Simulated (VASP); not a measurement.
A run of VASP 6.6.1:

The input INCAR:

```
PREC = Accurate ; ENCUT = 500
EDIFF = 1E-7 ; ISMEAR = 0
SIGMA = 0.02 ; LREAL = F
LASPH = T ; NELM = 120
ALGO = Normal ; ISIF = 3
LWAVE = F ; LCHARG = F
GGA = PE ; IBRION = 2
NSW = 100 ; EDIFFG = -0.005
GGA_COMPAT = F ; NELMIN = 4
```

KPOINTS

```
Automatic mesh
0
Gamma
  6 6 6
```

The input POSCAR:

```
RbCl
1.0
    0.0000000000      3.3087073290      3.3087073290
    3.3087073290      0.0000000000      3.3087073290
    3.3087073290      3.3087073290      0.0000000000
Rb Cl
1 1
Direct
    0.0000000000      0.0000000000      0.0000000000
    0.5000000000      0.5000000000      0.5000000000
```

Potentials or basis: VASP PAW PBE potentials, release 64 (Rb_sv, Cl).

Run with:

```console
$ cat potpaw_PBE.64/Rb_sv/POTCAR potpaw_PBE.64/Cl/POTCAR > POTCAR
$ mpirun -np 1 vasp_std > vasp.out
```

Hardware: 1 thread of AMD EPYC 7R13 (shared host).

Estimate the wall time of this run.

Run time: 71 s on 1 thread of AMD EPYC 7R13, with other jobs on the host, peak memory 0.18 GiB. Counts: scf iterations 33, k points 16, ion steps 3.
